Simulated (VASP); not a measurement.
Write the native input for VASP 6.6.1 that does the following.

| Property | Result |
| --- | --- |
| Task | single point |
| Functional | PBE |
| Potentials or basis | VASP PAW PBE potentials, release 64 (K_sv, F) |
| Cutoff | 600 eV |
| k mesh | 1 × 1 × 1 |
| Occupations | gaussian, width 0.1 eV |
| Spin | no spin polarisation |
| Hubbard terms | F p U = 2.3 eV |
| Dipole correction | no |
| Further INCAR settings | ALGO = Normal; EDIFF = 1e-06; NBANDS = 15 |

The structure of KF lies in POSCAR:

```
KF
1.0
    3.2589550000      0.0000000000      0.0000000000
    0.0000000000      3.2589550000      0.0000000000
    0.0000000000      0.0000000000      3.2589550000
K F
1 1
Direct
    0.0000000000      0.0000000000      0.0000000000
    0.5000000000      0.5000000000      0.5000000000
```

These files were run (other wordings do the same):

INCAR

```
SYSTEM = KF
PREC = Accurate
ENCUT = 600
EDIFF = 1E-6
ISMEAR = 0
SIGMA = 0.1
LREAL = .FALSE.
LASPH = .TRUE.
NELM = 200
ALGO = Normal
ISIF = 2
LWAVE = .FALSE.
LCHARG = .FALSE.
LDAU = .TRUE.
LDAUTYPE = 2
LDAUL = -1 1
LDAUU = 0 2.3
LDAUJ = 0 0
LDAUPRINT = 1
GGA = PE
NBANDS = 15
GGA_COMPAT = .FALSE.
```

KPOINTS

```
Automatic mesh
0
G
  1 1 1
  0 0 0
```

Potentials or basis: VASP PAW PBE potentials, release 64 (K_sv, F).

The run is started by

```bash
$ cat potpaw_PBE.64/K_sv/POTCAR potpaw_PBE.64/F/POTCAR > POTCAR
$ mpirun -np 1 vasp_gam > vasp.out
```

It gave:

The pressure is 33.3 GPa.

Caveat: the k points lie up to 1.93 Å⁻¹ apart.

Wall time 2.8 s on 1 thread of AMD EPYC 7R43 64-Core Processor (Zen 3), on a shared host, peak memory 0.11 GiB.
